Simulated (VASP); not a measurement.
# Y (Im-3m) in VASP: notebook

Y is run at these levels: r2SCAN; tasks: single point, relaxation of cell and atoms.

Program: VASP 6.6.1. These are calculated values, not measurements. Logs are shortened: lines on timing, memory, paths and dates and some standing lists are left out, and cuts for length are marked.

## Step 1: The cell of the first run

It takes space group Im-3m (No. 229, cubic). The conventional cell has a = 4.067 Å, b = 4.067 Å, c = 4.067 Å, α = 90.00°, β = 90.00°, γ = 90.00°. Y (site symmetry m-3m) has 14 Y at 3.52 to 4.07 Å within 4.6 Å.

This isn't the form of Y at room conditions, which is hcp.

## Step 2: Single point, r2SCAN

Contents of POSCAR:

```
Y
1.0
   -2.0336383840      2.0336383840      2.0336383840
    2.0336383840     -2.0336383840      2.0336383840
    2.0336383840      2.0336383840     -2.0336383840
Y
1
Direct
    0.0000000000      0.0000000000      0.0000000000
```

Contents of INCAR.step1:

```
SYSTEM = Y
ALGO     = Normal         ! electronic algorithm
EDIFF    = 1E-5           ! SCF threshold, eV
ENCUT    = 550            ! plane-wave cutoff, eV
GGA      = PE             ! functional
GGA_COMPAT= .FALSE.      
ISMEAR   = 0              ! smearing method
LASPH    = .TRUE.         ! aspherical terms in the spheres
LCHARG   = .FALSE.        ! write CHGCAR
LREAL    = .FALSE.        ! projectors in reciprocal space
LWAVE    = .TRUE.         ! write WAVECAR
NBANDS   = 12             ! bands
NELM     = 120            ! most SCF steps
PREC     = Accurate       ! precision mode
SIGMA    = 0.05           ! smearing width, eV
```

Contents of INCAR.step2:

```
SYSTEM = Y
ALGO     = Normal         ! electronic algorithm
EDIFF    = 1E-6           ! SCF threshold, eV
ENCUT    = 550            ! plane-wave cutoff, eV
GGA_COMPAT= .FALSE.      
ISIF     = 2              ! what is computed and relaxed
ISMEAR   = 0              ! smearing method
ISTART   = 1            
LASPH    = .TRUE.         ! aspherical terms in the spheres
LCHARG   = .FALSE.        ! write CHGCAR
LMIXTAU  = .TRUE.       
LREAL    = .FALSE.        ! projectors in reciprocal space
LWAVE    = .FALSE.        ! write WAVECAR
METAGGA  = R2SCAN         ! meta-GGA
NBANDS   = 12             ! bands
NELM     = 120            ! most SCF steps
PREC     = Accurate       ! precision mode
SIGMA    = 0.05           ! smearing width, eV
```

Contents of KPOINTS:

```
k-points
0
G
  15 15 15
  0 0 0
```

Potentials or basis: VASP PAW PBE potentials, release 64 (Y_sv).

Launch:

```bash
> cat potpaw_PBE.64/Y_sv/POTCAR > POTCAR
> cp INCAR.step1 INCAR
> mpirun -np 1 vasp_std > vasp.out
> cp INCAR.step2 INCAR
> mpirun -np 1 vasp_std > vasp.out
```

OUTCAR:

```text
SYSTEM = Y
   EDIFF = 1E-6
   ENCUT = 550
   ISIF = 2
   ISMEAR = 0
   ISTART = 1
   LASPH = .TRUE.
   LREAL = .FALSE.
   METAGGA = R2SCAN
   NELM = 120
   PREC = Accurate

 ion  position               nearest neighbor table
   1  0.000  0.000  0.000-

  LATTYP: Found a body centered cubic cell.
 ALAT       =     4.0672767680

  Lattice vectors:

 A1 = (  -2.0336383840,   2.0336383840,   2.0336383840)
 A2 = (   2.0336383840,  -2.0336383840,   2.0336383840)
 A3 = (   2.0336383840,   2.0336383840,  -2.0336383840)

Analysis of symmetry for initial positions (statically):
=====================================================================
 Subroutine PRICEL returns:
 Original cell was already a primitive cell.

 Routine SETGRP: Setting up the symmetry group for a
 body centered cubic supercell.

 Subroutine GETGRP returns: Found 48 space group operations
 (whereof 48 operations were pure point group operations)
 out of a pool of 48 trial point group operations.

The static configuration has the point symmetry O_h .

Analysis of symmetry for dynamics (positions and initial velocities):
=====================================================================
 Subroutine PRICEL returns:
 Original cell was already a primitive cell.

 Routine SETGRP: Setting up the symmetry group for a
 body centered cubic supercell.

 Subroutine GETGRP returns: Found 48 space group operations
 (whereof 48 operations were pure point group operations)
 out of a pool of 48 trial point group operations.

The dynamic configuration has the point symmetry O_h .

 Subroutine INISYM returns: Found 48 space group operations
 (whereof 48 operations are pure point group operations),
 and found     1 'primitive' translations

----------------------------------------------------------------------------------------

                                     Primitive cell

  volume of cell :      33.6420

  direct lattice vectors                    reciprocal lattice vectors
    -2.033638384  2.033638384  2.033638384     0.000000000  0.245864754  0.245864754
     2.033638384 -2.033638384  2.033638384     0.245864754  0.000000000  0.245864754
     2.033638384  2.033638384 -2.033638384     0.245864754  0.245864754  0.000000000

  length of vectors
     3.522365005  3.522365005  3.522365005     0.347705269  0.347705269  0.347705269

  position of ions in fractional coordinates (direct lattice)
     0.000000000  0.000000000  0.000000000

  ion indices of the primitive-cell ions
   primitive index   ion index
                 1           1

----------------------------------------------------------------------------------------

 KPOINTS: k-points

Automatic generation of k-mesh.
 Grid dimensions read from file:
 generate k-points for:   15   15   15

 Generating k-lattice:

  Cartesian coordinates                     Fractional coordinates (reciprocal lattice)
     0.000000000  0.016390984  0.016390984     0.066666667  0.000000000  0.000000000
     0.016390984  0.000000000  0.016390984     0.000000000  0.066666667  0.000000000
     0.016390984  0.016390984  0.000000000     0.000000000  0.000000000  0.066666667

  Length of vectors
     0.023180351  0.023180351  0.023180351

  Shift w.r.t. Gamma in fractional coordinates (k-lattice)
     0.000000000  0.000000000  0.000000000

 Subroutine IBZKPT returns following result:
 ===========================================

 Found    120 irreducible k-points:

 Following reciprocal coordinates:
            Coordinates               Weight
  0.000000  0.000000  0.000000      1.000000
  0.066667  0.000000  0.000000     12.000000
  0.133333  0.000000  0.000000     12.000000
  0.200000  0.000000  0.000000     12.000000
  0.266667  0.000000  0.000000     12.000000
  0.333333  0.000000  0.000000     12.000000
[... 16 lines left out ...]
  0.333333  0.200000  0.000000     48.000000
  0.400000  0.200000  0.000000     24.000000
 [... further k-points ...]
   k-points           NKPTS =    120   k-points in BZ     NKDIM =    120   number of bands    NBANDS=     12
   number of dos      NEDOS =    301   number of ions     NIONS =      1
   total plane-waves  NPLWV =  21952
   dimension x,y,z NGX =    28 NGY =   28 NGZ =   28
   dimension x,y,z NGXF=    56 NGYF=   56 NGZF=   56
   ions per type =               1
   NGX,Y,Z   is equivalent  to a cutoff of  13.22, 13.22, 13.22 a.u.
   NGXF,Y,Z  is equivalent  to a cutoff of  26.43, 26.43, 26.43 a.u.
 SYSTEM =  Y
   PREC   = accura    normal or accurate (medium, high low for compatibility)
   ISTART =      1    job   : 0-new  1-cont  2-samecut
   ICHARG =      0    charge: 1-file 2-atom 10-const
   ISPIN  =      1    spin polarized calculation?
   LNONCOLLINEAR =      F non collinear calculations
   LSORBIT =      F    spin-orbit coupling
   LASPH  =      T    aspherical Exc in radial PAW
   ENCUT  =  550.0 eV  40.42 Ry    6.36 a.u.   6.74  6.74  6.74*2*pi/ulx,y,z
   NELM   =    120;   NELMIN=  2; NELMDL=  0     # of ELM steps
   EDIFF  = 0.1E-05   stopping-criterion for ELM
   LREAL  =      F    real-space projection
   EDIFFG = 0.1E-04   stopping-criterion for IOM
   NSW    =      0    number of steps for IOM
   IBRION =     -1    ionic relax: 0-MD 1-quasi-New 2-CG
   NFREE  =      0    steps in history (QN), initial steepest desc. (CG)
   ISIF   =      2    stress and relaxation
   ISYM   =      2    0-nonsym 1-usesym 2-fastsym
   POTIM  = 0.5000    time-step for ionic-motion
   TEBEG  =    0.0;   TEEND  =   0.0 temperature during run
   PSTRESS=    0.0 pullay stress
   NELECT =      11.0000    total number of electrons
   NUPDOWN=      -1.0000    fix difference up-down
   EMIN   =  10.00;   EMAX   =-10.00  energy-range for DOS
   EFERMI =   0.00;   METHOD = LEGACY
   ISMEAR =     0;   SIGMA  =   0.05  broadening in eV -4-tet -1-fermi 0-gaus
   EFERMI_NEDOS =   21; number of points for ismear=-14 and -15
   IALGO  =     38    algorithm
   IMIX   =      4    mixing-type and parameters
     AMIX     =   0.40;   BMIX     =  1.00
     AMIX_MAG =   1.60;   BMIX_MAG =  1.00
  volume/ion in A,a.u.               =      33.64       227.03
  Fermi-wavevector in a.u.,A,eV,Ry     =   1.127834  2.131298 17.306752  1.272010
  Thomas-Fermi vector in A             =   2.264522
   LORBIT       =      0    0 simple, 1 ext, 2 COOP (PROOUT), +10 PAW based schemes
   METAGGA = R2SCAN    functional components
   LHFCALC =     F    Hartree Fock is set to
   AEXX    =    0.0000 exact exchange contribution
   IVDW    =     0    specifies the selected vdW correction
   LEPSILON=     F    determine dielectric tensor
   LRPA    =     F    only Hartree local field effects (RPA)
 non-spin polarized calculation
 Gauss-broadening in eV      SIGMA  =   0.05
  energy-cutoff  :      550.00
  volume of cell :       33.64
 maximum number of plane-waves:      1000
   NGX = 13   NGY = 13   NGZ = 13

 number of electron      11.0000000 magnetization

 Free energy of the ion-electron system (eV)
  ---------------------------------------------------
  ext. energy  EPLUGINS =         0.00000000
  ---------------------------------------------------
  free energy    TOTEN  =       -20.17364282 eV

  energy without entropy =      -20.17038621  energy(sigma->0) =      -20.17201451

 E-fermi :   3.0795     XC(G=0):  -9.9605

 val. band max:        3.0708232321   @ k =   0.2667   0.2000  -0.0000
 cond. band min:       3.0936921321   @ k =   0.2667   0.1333   0.1333
 fundamental gap:      0.0228689000
 Fermi energy:         3.0795315891

 k-point     1 :       0.0000    0.0000    0.0000
  band No.  band energies     occupation
      1     -41.3884      2.00000
      2     -20.4372      2.00000
      3     -20.4372      2.00000
      4     -20.4372      2.00000
      5      -1.9334      2.00000
      6       5.0258      0.00000
      7       5.0258      0.00000
      8       5.0258      0.00000
      9       6.8287      0.00000
     10       6.8287      0.00000
     11      13.6739      0.00000
     12      13.6739      0.00000

 k-point     2 :       0.0667    0.0000    0.0000
  band No.  band energies     occupation
      1     -41.3856      2.00000
      2     -20.4611      2.00000
      3     -20.4445      2.00000
      4     -20.4374      2.00000
      5      -1.8162      2.00000
      6       4.9341      0.00000
      7       4.9789      0.00000
      8       5.1367      0.00000
      9       6.6902      0.00000
     10       6.8254      0.00000
     11      13.7837      0.00000
     12      13.9032      0.00000

 k-point     3 :       0.1333    0.0000    0.0000
  band No.  band energies     occupation
      1     -41.3777      2.00000
      2     -20.5279      2.00000
      3     -20.4649      2.00000
      4     -20.4378      2.00000
      5      -1.4766      2.00000
      6       4.6921      0.00000
      7       4.7746      0.00000
      8       5.4648      0.00000
      9       6.4690      0.00000
     10       6.8278      0.00000
     11      14.0090      0.00000
     12      14.5538      0.00000
[... 286 lines left out ...]
 k-point    23 :       0.3333    0.2000    0.0000
  band No.  band energies     occupation
      1     -41.3208      2.00000
      2     -20.8871      2.00000
      3     -20.6618      2.00000
      4     -20.4884      2.00000
      5       1.6626      2.00000
      6       3.0305      1.83465
      7       3.4252      0.00000
      8       6.6767      0.00000
      9       7.4145      0.00000
     10       9.4612      0.00000
     11      10.7134      0.00000
     12      12.5649      0.00000

 k-point    24 :       0.4000    0.2000    0.0000
  band No.  band energies     occupation
      1     -41.3185      2.00000
      2     -20.8955      2.00000
      3     -20.6761      2.00000
      4     -20.4895      2.00000
      5       1.7940      2.00000
      6       3.1452      0.06339
      7       3.2798      0.00000
      8       6.7015      0.00000
      9       7.4786      0.00000
     10       9.8462      0.00000
     11      10.3359      0.00000
     12      12.2503      0.00000

 [... further k-points ...]

------------------------ aborting loop because EDIFF is reached ----------------------------------------

  FORCE on cell =-STRESS in cart. coord.  units (eV):
  Direction    XX          YY          ZZ          XY          YZ          ZX
  --------------------------------------------------------------------------------------
  -------------------------------------------------------------------------------------
  Total        0.0228372      0.0228372      0.0228372      0.0000000      0.0000000     -0.0000000
  in kB        1.0876096      1.0876096      1.0876096      0.0000000      0.0000000     -0.0000000
  external PRESSURE =       1.0876096 kB  Pullay stress =       0.0000000 kB

 VOLUME and BASIS-vectors are now :
 -----------------------------------------------------------------------------
  energy-cutoff  :      550.00
  volume of cell :       33.64
      direct lattice vectors                 reciprocal lattice vectors
    -2.033638384  2.033638384  2.033638384     0.000000000  0.245864754  0.245864754
     2.033638384 -2.033638384  2.033638384     0.245864754  0.000000000  0.245864754
     2.033638384  2.033638384 -2.033638384     0.245864754  0.245864754  0.000000000

 POSITION                                       TOTAL-FORCE (eV/Angst)
 -----------------------------------------------------------------------------------
      0.00000      0.00000      0.00000        -0.000000     -0.000000      0.000000
 -----------------------------------------------------------------------------------
    total drift:                               -0.000000     -0.000000     -0.000000

  FREE ENERGIE OF THE ION-ELECTRON SYSTEM (eV)
  ---------------------------------------------------
  free  energy   TOTEN  =       -20.1736428159 eV

  energy  without entropy=      -20.1703862082  energy(sigma->0) =      -20.17201451
```

It took 2.1 min on 1 thread of Intel Xeon Platinum 8559C (Emerald Rapids), shared host; peak memory 0.22 GiB.

Results:

```yaml
Free_energy: -20.1736 eV
Pressure: 0.1 GPa
Band_gap_on_the_k_mesh: zero (an odd number of electrons rules out a gap without spin polarisation)
```

Caveat: the PAW data sets were made with another functional, which shifts forces and pressure a little.

(Part 1 of 2 ends here.)

The gap in the log of VASP goes by the Fermi energy; the results here count the filled bands.